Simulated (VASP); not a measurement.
A run of VASP 6.6.1:

INCAR

```
SYSTEM = CaSi2N3
PREC = Accurate
ENCUT = 520
EDIFF = 1E-7
ISMEAR = 0
SIGMA = 0.1
LREAL = .FALSE.
LASPH = .TRUE.
NELM = 60
ALGO = Fast
ISIF = 2
LWAVE = .FALSE.
LCHARG = .TRUE.
GGA = PE
LELF = .TRUE.
LVHAR = .TRUE.
NBANDS = 26
```

Contents of KPOINTS:

```
regular mesh
0
G
  6 6 6
  0 0 0
```

File POSCAR:

```
CaSi2N3
1.0
    5.2053432649      0.0000000000      0.0000000000
   -2.6026716324      4.5079595028      0.0000000000
    0.0000000000      0.0000000000      2.6042526415
Ca Si N
1 2 3
Direct
    0.0000000000      0.0000000000      0.5000000000
    0.6666666667      0.3333333333      0.5000000000
    0.3333333333      0.6666666667      0.5000000000
    0.0000000000      0.5000000000      0.0000000000
    0.5000000000      0.5000000000      0.0000000000
    0.5000000000      0.0000000000      0.0000000000
```

Potentials or basis: VASP PAW PBE potentials, release 64 (Ca_sv, Si, N).

Command:

```bash
$ cat potpaw_PBE.64/Ca_sv/POTCAR potpaw_PBE.64/Si/POTCAR potpaw_PBE.64/N/POTCAR > POTCAR
$ mpirun -np 1 vasp_std > vasp.out
```

Hardware: 1 thread of Oxide Virtual Turin-like Processor (shared host).

Q: How long does it take, and how much memory?

A: Wall time 92 s on 1 thread of Oxide Virtual Turin-like Processor (shared host), peak memory 0.17 GiB. Counts: scf iterations 20, k points 28.
